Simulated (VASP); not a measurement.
Input of a VASP 6.6.1 run:

The input INCAR:

```
SYSTEM = SiC
PREC = Accurate ; ENCUT = 520
EDIFF = 1E-7 ; ISMEAR = 0
SIGMA = 0.05 ; LREAL = .False.
LASPH = .True. ; NELM = 100
ALGO = Normal ; ISIF = 2
LWAVE = .False. ; LCHARG = .False.
GGA = PE ; NBANDS = 11
```

The input KPOINTS:

```
regular mesh
0
Gamma
  12 12 12
  0 0 0
```

POSCAR

```
SiC
1.0
    0.0000000000      2.2309591678      2.2309591678
    2.2309591678      0.0000000000      2.2309591678
    2.1839602947      2.1839602947      0.0469988731
Si C
1 1
Direct
    0.0000000000      0.0000000000      0.0000000000
    0.7500000000      0.7500000000      0.7500000000
```

Potentials or basis: VASP PAW PBE potentials, release 64 (Si, C).

Run with:

```console
$ cat potpaw_PBE.64/Si/POTCAR potpaw_PBE.64/C/POTCAR > POTCAR
$ mpirun -np 1 vasp_std > vasp.out
```

(1) What does it give for the largest force?

(2) What does it give for the pressure?

(3) Predict the band gap on the k mesh.

Results:

(1) 0.287 eV/Å.

(2) -4.5 GPa.

(3) 1.27 eV, indirect (least direct gap 4.32 eV).
